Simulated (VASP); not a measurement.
MoSe2, 6 atoms in the cell. The structure is hexagonal, space group P6_3/mmc (No. 194). The conventional cell has a = 3.221 Å, b = 3.221 Å, c = 14.385 Å, α = 90.00°, β = 90.00°, γ = 120.00°. Mo (site symmetry -6m2) has 6 Se at 2.49 Å and 6 Mo at 3.22 Å within 3.3 Å. Se (site symmetry 3m) has 3 Mo at 2.49 Å and 7 Se at 3.22 to 3.32 Å within 3.4 Å.  This cell differs from its parent crystal: equal strain along all axes, cell held: -3.0 %.

- Program: VASP 6.6.1
- Task: relaxation of the atoms
- Functional: PBE
- Potentials or basis: VASP PAW PBE potentials, release 64 (Mo_sv, Se)
- Cutoff: 450 eV
- k mesh: 9 × 9 × 2
- Occupations: gaussian, width 0.02 eV
- Spin: no spin polarisation
- Dipole correction: no
- Further INCAR settings: ALGO = Normal; EDIFF = 1e-07; IBRION = 2; EDIFFG = -0.008; NSW = 60

Potentials or basis: VASP PAW PBE potentials, release 64 (Mo_sv, Se).

Launch:

```sh
$ cat potpaw_PBE.64/Mo_sv/POTCAR potpaw_PBE.64/Se/POTCAR > POTCAR
$ mpirun -np 1 vasp_std > vasp.out
```

Hardware: 1 thread of Intel(R) Xeon(R) 6975P-C (Granite Rapids), on a shared host.

Question: How long does it take, and how much memory?

Answer: It took 81 s on 1 thread of Intel(R) Xeon(R) 6975P-C (Granite Rapids), on a shared host, peak memory 0.26 GiB. Counts: scf iterations 32, k points 24, ion steps 3.
